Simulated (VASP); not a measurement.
# Sc (P6_3/mmc) in VASP: further runs

Sc is run at these levels: PBE; tasks: single point.

Everything below comes from runs of VASP 6.6.1. Logs are shortened: lines on timing, memory, paths and dates and some standing lists are left out, and cuts for length are marked.

## 1. The cell of the first run

The structure is hexagonal, space group P6_3/mmc (No. 194). Conventional cell: a = 2.915 Å, b = 2.915 Å, c = 9.374 Å, α = 90.00°, β = 90.00°, γ = 120.00°. Within 3.8 Å of Sc (site symmetry -3m) lie 12 Sc at 2.89 to 2.91 Å. Sc (site symmetry -6m2) has 12 Sc at 2.89 to 2.91 Å within 3.8 Å.

## 2. Single point, PBE

INCAR

```
SYSTEM = Sc
PREC = Accurate ; ENCUT = 520
EDIFF = 1E-6 ; ISMEAR = -1
SIGMA = 0.05 ; LREAL = .False.
LASPH = .True. ; NELM = 100
ALGO = Normal ; ISIF = 2
LWAVE = .False. ; LCHARG = .False.
GGA = PE ; NBANDS = 30
```

KPOINTS

```
regular mesh
0
Gamma
  12 12 4
  0 0 0
```

POSCAR

```
Sc
1.0
    2.9146950570      0.0000000000      0.0000000000
   -1.4573475285      2.5241999637      0.0000000000
    0.0000000000      0.0000000000      9.3742870429
Sc
4
Direct
    0.0000000000      0.0000000000      0.0000000000
    0.0000000000      0.0000000000      0.5000000000
    0.3333333333      0.6666666667      0.2500000000
    0.6666666667      0.3333333333      0.7500000000
```

Potentials or basis: VASP PAW PBE potentials, release 64 (Sc_sv).

Run with:

```sh
> cat potpaw_PBE.64/Sc_sv/POTCAR > POTCAR
> mpirun -np 1 vasp_std > vasp.out
```

OUTCAR:

```text
SYSTEM = Sc
   PREC = Accurate
   ENCUT = 520
   EDIFF = 1E-6
   ISMEAR = -1
   LREAL = .False.
   LASPH = .True.
   NELM = 100
   ISIF = 2
   GGA = PE

 ion  position               nearest neighbor table
   1  0.000  0.000  0.000-   3 2.89   4 2.89   4 2.89   3 2.89   4 2.89   3 2.89
   2  0.000  0.000  0.500-   3 2.89   4 2.89   4 2.89   3 2.89   4 2.89   3 2.89
   3  0.333  0.667  0.250-   1 2.89   2 2.89   1 2.89   2 2.89   1 2.89   2 2.89
   4  0.667  0.333  0.750-   1 2.89   2 2.89   1 2.89   2 2.89   1 2.89   2 2.89

  LATTYP: Found a hexagonal cell.
 ALAT       =     2.9146950570
 C/A-ratio  =     3.2162153706

  Lattice vectors:

 A1 = (   2.9146950570,   0.0000000000,   0.0000000000)
 A2 = (  -1.4573475285,   2.5241999637,   0.0000000000)
 A3 = (   0.0000000000,   0.0000000000,   9.3742870429)

Analysis of symmetry for initial positions (statically):
=====================================================================
 Subroutine PRICEL returns:
 Original cell was already a primitive cell.

 Routine SETGRP: Setting up the symmetry group for a
 hexagonal supercell.

 Subroutine GETGRP returns: Found 24 space group operations
 (whereof 12 operations were pure point group operations)
 out of a pool of 24 trial point group operations.

The static configuration has the point symmetry D_3d.
 The point group associated with its full space group is D_6h.

Analysis of symmetry for dynamics (positions and initial velocities):
=====================================================================
 Subroutine PRICEL returns:
 Original cell was already a primitive cell.

 Routine SETGRP: Setting up the symmetry group for a
 hexagonal supercell.

 Subroutine GETGRP returns: Found 24 space group operations
 (whereof 12 operations were pure point group operations)
 out of a pool of 24 trial point group operations.

The dynamic configuration has the point symmetry D_3d.
 The point group associated with its full space group is D_6h.

 Subroutine INISYM returns: Found 24 space group operations
 (whereof 12 operations are pure point group operations),
 and found     1 'primitive' translations

----------------------------------------------------------------------------------------

                                     Primitive cell

  volume of cell :      68.9692

  direct lattice vectors                    reciprocal lattice vectors
[... 83 lines left out ...]
   ISTART =      0    job   : 0-new  1-cont  2-samecut
   ICHARG =      2    charge: 1-file 2-atom 10-const
   ISPIN  =      1    spin polarized calculation?
   LNONCOLLINEAR =      F non collinear calculations
   LSORBIT =      F    spin-orbit coupling
   LASPH  =      T    aspherical Exc in radial PAW
   ENCUT  =  520.0 eV  38.22 Ry    6.18 a.u.   5.42  5.42 17.43*2*pi/ulx,y,z
   NELM   =    100;   NELMIN=  2; NELMDL= -5     # of ELM steps
   EDIFF  = 0.1E-05   stopping-criterion for ELM
   LREAL  =      F    real-space projection
   EDIFFG = 0.1E-04   stopping-criterion for IOM
   NSW    =      0    number of steps for IOM
   IBRION =     -1    ionic relax: 0-MD 1-quasi-New 2-CG
   NFREE  =      0    steps in history (QN), initial steepest desc. (CG)
   ISIF   =      2    stress and relaxation
   ISYM   =      2    0-nonsym 1-usesym 2-fastsym
   POTIM  = 0.5000    time-step for ionic-motion
   TEBEG  =    0.0;   TEEND  =   0.0 temperature during run
   PSTRESS=    0.0 pullay stress
   NELECT =      44.0000    total number of electrons
   NUPDOWN=      -1.0000    fix difference up-down
   EMIN   =  10.00;   EMAX   =-10.00  energy-range for DOS
   EFERMI =   0.00;   METHOD = LEGACY
   ISMEAR =    -1;   SIGMA  =   0.05  broadening in eV -4-tet -1-fermi 0-gaus
   EFERMI_NEDOS =   21; number of points for ismear=-14 and -15
   IALGO  =     38    algorithm
   IMIX   =      4    mixing-type and parameters
     AMIX     =   0.40;   BMIX     =  1.00
     AMIX_MAG =   1.60;   BMIX_MAG =  1.00
  volume/ion in A,a.u.               =      17.24       116.36
  Fermi-wavevector in a.u.,A,eV,Ry     =   1.409313  2.663215 27.023376  1.986162
  Thomas-Fermi vector in A             =   2.531381
   LORBIT       =      0    0 simple, 1 ext, 2 COOP (PROOUT), +10 PAW based schemes
   GGA     = PE    functional components
   LHFCALC =     F    Hartree Fock is set to
   AEXX    =    0.0000 exact exchange contribution
   IVDW    =     0    specifies the selected vdW correction
   LEPSILON=     F    determine dielectric tensor
   LRPA    =     F    only Hartree local field effects (RPA)
 non-spin polarized calculation
  energy-cutoff  :      520.00
  volume of cell :       68.97
 maximum number of plane-waves:      1907
 NGX is ok and might be reduce to    24

 number of electron      44.0000009 magnetization

 Free energy of the ion-electron system (eV)
  ---------------------------------------------------
  ext. energy  EPLUGINS =         0.00000000
  ---------------------------------------------------
  free energy    TOTEN  =       -22.58333537 eV

  energy without entropy =      -22.54637064  energy(sigma->0) =      -22.56485300

 E-fermi :   6.1093     XC(G=0): -11.4142

 val. band max:        6.1017733396   @ k =   0.3333   0.1667   0.0000
 cond. band min:       6.1148713926   @ k =   0.3333   0.2500   0.2500
 fundamental gap:      0.0130980530
 Fermi energy:         6.1093257279

 k-point     1 :       0.0000    0.0000    0.0000
  band No.  band energies     occupation
      1     -42.5293      2.00000
      2     -42.4065      2.00000
      3     -42.3848      2.00000
      4     -42.2586      2.00000
      5     -21.7926      2.00000
      6     -21.1970      2.00000
[... 781 lines left out ...]
     29       8.3356      0.00000
     30       8.8612      0.00000

 [... further k-points ...]
[... 5 lines left out ...]
  --------------------------------------------------------------------------------------
  -------------------------------------------------------------------------------------
  Total       13.9329100     13.9329100     13.8281242     -0.0000000      0.0000000      0.0000000
  in kB      323.6661539    323.6661540    321.2319437     -0.0000000      0.0000000      0.0000000
  external PRESSURE =     322.8547505 kB  Pullay stress =       0.0000000 kB

 VOLUME and BASIS-vectors are now :
 -----------------------------------------------------------------------------
  energy-cutoff  :      520.00
  volume of cell :       68.97
      direct lattice vectors                 reciprocal lattice vectors
     2.914695057  0.000000000  0.000000000     0.343089064  0.198082564  0.000000000
    -1.457347528  2.524199964  0.000000000     0.000000000  0.396165127  0.000000000
     0.000000000  0.000000000  9.374287043     0.000000000  0.000000000  0.106674779

 POSITION                                       TOTAL-FORCE (eV/Angst)
 -----------------------------------------------------------------------------------
      0.00000      0.00000      0.00000        -0.000000      0.000000      0.000000
      0.00000      0.00000      4.68714        -0.000000      0.000000      0.000000
     -0.00000      1.68280      2.34357         0.000000     -0.000000      0.000000
      1.45735      0.84140      7.03072        -0.000000      0.000000     -0.000000
 -----------------------------------------------------------------------------------
    total drift:                               -0.000000      0.000000      0.000000

  FREE ENERGIE OF THE ION-ELECTRON SYSTEM (eV)
  ---------------------------------------------------
  free  energy   TOTEN  =       -22.5833353675 eV

  energy  without entropy=      -22.5463706353  energy(sigma->0) =      -22.56485300
```

Wall time 75 s (1 thread of Intel Xeon Platinum 8488C (Sapphire Rapids), shared host); peak memory 0.23 GiB.

Results:

```
Free energy            : -22.5833 eV
Pressure               : 32.3 GPa
Band gap on the k mesh : zero (band 22 reaches 7.44 eV, above the bottom of band 23 at 5.65 eV)
```

## 3. Single point, PBE

INCAR

```
ALGO = Normal
EDIFF = 1E-7
ENCUT = 520
GGA = PE
ISIF = 2
ISMEAR = -1
LASPH = True
LCHARG = False
LREAL = False
LWAVE = False
NBANDS = 30
NELM = 80
PREC = Accurate
SIGMA = 0.05
```

KPOINTS

```
k-points
0
Gamma
  12 12 4
```

POSCAR is that of step 2.

Potentials or basis: VASP PAW PBE potentials, release 64 (Sc_sv).

Run with:

```sh
> cat potpaw_PBE.64/Sc_sv/POTCAR > POTCAR
> mpirun -np 1 vasp_std > vasp.out
```

OUTCAR:

```text
EDIFF = 1E-7
   ENCUT = 520
   GGA = PE
   ISIF = 2
   ISMEAR = -1
   LASPH = True
   LREAL = False
   NELM = 80
   PREC = Accurate

 ion  position               nearest neighbor table
   1  0.000  0.000  0.000-   3 2.89   4 2.89   4 2.89   3 2.89   4 2.89   3 2.89
   2  0.000  0.000  0.500-   3 2.89   4 2.89   4 2.89   3 2.89   4 2.89   3 2.89
   3  0.333  0.667  0.250-   1 2.89   2 2.89   1 2.89   2 2.89   1 2.89   2 2.89
   4  0.667  0.333  0.750-   1 2.89   2 2.89   1 2.89   2 2.89   1 2.89   2 2.89

[... 994 lines left out ...]
  Direction    XX          YY          ZZ          XY          YZ          ZX
  --------------------------------------------------------------------------------------
  -------------------------------------------------------------------------------------
  Total       13.9415922     13.9415922     13.8366705      0.0000000      0.0000000      0.0000000
  in kB      323.8678431    323.8678431    321.4304772      0.0000000      0.0000000      0.0000000
  external PRESSURE =     323.0553878 kB  Pullay stress =       0.0000000 kB

 VOLUME and BASIS-vectors are now :
 -----------------------------------------------------------------------------
  energy-cutoff  :      520.00
  volume of cell :       68.97
      direct lattice vectors                 reciprocal lattice vectors
     2.914695057  0.000000000  0.000000000     0.343089064  0.198082564  0.000000000
    -1.457347528  2.524199964  0.000000000     0.000000000  0.396165127  0.000000000
     0.000000000  0.000000000  9.374287043     0.000000000  0.000000000  0.106674779

 POSITION                                       TOTAL-FORCE (eV/Angst)
 -----------------------------------------------------------------------------------
      0.00000      0.00000      0.00000         0.000000     -0.000000      0.000000
      0.00000      0.00000      4.68714         0.000000     -0.000000      0.000000
     -0.00000      1.68280      2.34357        -0.000000      0.000000      0.000000
      1.45735      0.84140      7.03072         0.000000     -0.000000     -0.000000
 -----------------------------------------------------------------------------------
    total drift:                               -0.000000      0.000000      0.000000

  FREE ENERGIE OF THE ION-ELECTRON SYSTEM (eV)
  ---------------------------------------------------
  free  energy   TOTEN  =       -22.5833349209 eV

  energy  without entropy=      -22.5463681450  energy(sigma->0) =      -22.56485153
```

OSZICAR:

```text
N       E                     dE             d eps       ncg     rms          rms(c)
DAV:   1     0.806787078057E+03    0.80679E+03   -0.19686E+04  3428   0.167E+03
DAV:   2     0.337100562414E+02   -0.77308E+03   -0.76086E+03  4612   0.742E+02
DAV:   3    -0.216049636154E+02   -0.55315E+02   -0.52100E+02  5378   0.252E+02
DAV:   4    -0.241495999048E+02   -0.25446E+01   -0.24228E+01  5616   0.495E+01
DAV:   5    -0.242117703886E+02   -0.62170E-01   -0.61754E-01  5628   0.866E+00    0.172E+01
DAV:   6    -0.228232611966E+02    0.13885E+01   -0.27571E+00  4404   0.178E+01    0.647E+00
DAV:   7    -0.225964664375E+02    0.22679E+00   -0.85213E-01  4540   0.946E+00    0.945E-01
DAV:   8    -0.225839220807E+02    0.12544E-01   -0.28269E-02  4898   0.189E+00    0.182E-01
DAV:   9    -0.225834691865E+02    0.45289E-03   -0.51311E-03  5160   0.103E+00    0.726E-02
DAV:  10    -0.225833444661E+02    0.12472E-03   -0.75604E-04  4994   0.371E-01    0.278E-02
DAV:  11    -0.225833359503E+02    0.85158E-05   -0.96370E-05  4886   0.124E-01    0.102E-02
DAV:  12    -0.225833354185E+02    0.53177E-06   -0.56261E-06  5506   0.323E-02    0.327E-03
DAV:  13    -0.225833344573E+02    0.96122E-06   -0.46898E-07  4316   0.109E-02    0.888E-04
DAV:  14    -0.225833348578E+02   -0.40051E-06   -0.65648E-08  2722   0.409E-03    0.449E-04
DAV:  15    -0.225833349209E+02   -0.63063E-07   -0.28503E-08  2652   0.327E-03
   1 F= -.22583335E+02 E0= -.22564852E+02  d E =-.369668E-01
```

stdout:

```text
POSCAR found type information on POSCAR Sc
 POSCAR found :  1 types and       4 ions
 scaLAPACK will be used
 LDA part: xc-table for (Slater+PW92), standard interpolation
 POSCAR, INCAR and KPOINTS ok, starting setup
 FFT: planning ... GRIDC
 FFT: planning ... GRID_SOFT
 FFT: planning ... GRID
 WAVECAR not read
 entering main loop
```

It took 96 s on 1 thread of Intel Xeon Platinum 8488C (Sapphire Rapids), shared host; peak memory 0.23 GiB.

Results:

| Property | Result |
| --- | --- |
| Free energy | -22.5833 eV |
| Pressure | 32.3 GPa |
| Band gap on the k mesh | zero (band 22 reaches 7.44 eV, above the bottom of band 23 at 5.65 eV) |
